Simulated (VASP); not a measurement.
## In3Se: single point with PBEsol+D3(BJ)

Crystal: In3Se.

```
In Se
1.0
     4.45022    0.00000    0.00000
     0.00000    4.58785    0.00000
     0.00000    0.00000    4.58785
In Se
3 1
Direct
  0.00000 0.50000 0.50000
  0.50000 0.00000 0.50000
  0.50000 0.50000 0.00000
  0.00000 0.00000 0.00000
```

This cell differs from its parent crystal: strain -0.0300 x Voigt [1, 0, 0, 0, 0, 0].

```
Program             : VASP 6.6.1
Task                : single point
Functional          : PBEsol
Dispersion          : D3(BJ)
Potentials or basis : VASP PAW PBE potentials, release 64 (In_d, Se)
Cutoff              : 520 eV
k mesh              : 10 × 10 × 10
Occupations         : gaussian, width 0.15 eV
Spin                : no spin polarisation
```

```yaml
Pressure: 1.6 GPa
Band_gap_on_the_k_mesh: zero (an odd number of electrons rules out a gap without spin polarisation)
Dispersion_energy_per_atom: -0.382 eV
```

Levels at points of the mesh, in eV from the Fermi level:
| k point | band 18 | band 19 | band 20 | band 21 | band 22 | band 23 | band 24 | band 25 | band 26 | band 27 |
| --- | --- | --- | --- | --- | --- | --- | --- | --- | --- | --- |
| (0.00, 0.00, 0.00) | -4.06 | -4.06 | -3.82 | -2.13 | -1.73 | 1.22 | 1.22 | 1.34 | 4.59 | 4.59 |
| (0.50, 0.00, 0.00) | -5.18 | -2.94 | -2.94 | -1.21 | -1.20 | -0.35 | -0.35 | 1.02 | 4.14 | 4.14 |
| (0.00, 0.50, 0.00) | -5.12 | -3.04 | -2.85 | -1.32 | -0.81 | -0.50 | -0.14 | 1.22 | 4.38 | 4.41 |
| (0.50, 0.50, 0.00) | -6.61 | -6.27 | -2.33 | -1.18 | -0.56 | -0.47 | 1.64 | 1.66 | 1.67 | 2.01 |
| (0.00, 0.50, 0.50) | -6.73 | -6.40 | -2.24 | -0.91 | -0.25 | -0.25 | 1.89 | 1.89 | 2.15 | 2.24 |
| (0.50, 0.50, 0.50) | -5.07 | -5.07 | -4.45 | -4.45 | -4.44 | -3.85 | 3.46 | 3.46 | 3.88 | 8.93 |

Run time: 7.6 min on 1 thread of Intel Xeon 8259CL, with other jobs on the host, peak memory 0.43 GiB.

Caveat: the cell differs from its parent crystal (strain -0.0300 x Voigt [1, 0, 0, 0, 0, 0]); the PAW data sets were made with another functional, which shifts forces and pressure a little; spin-orbit coupling is left out, which moves the levels of the heavy elements.
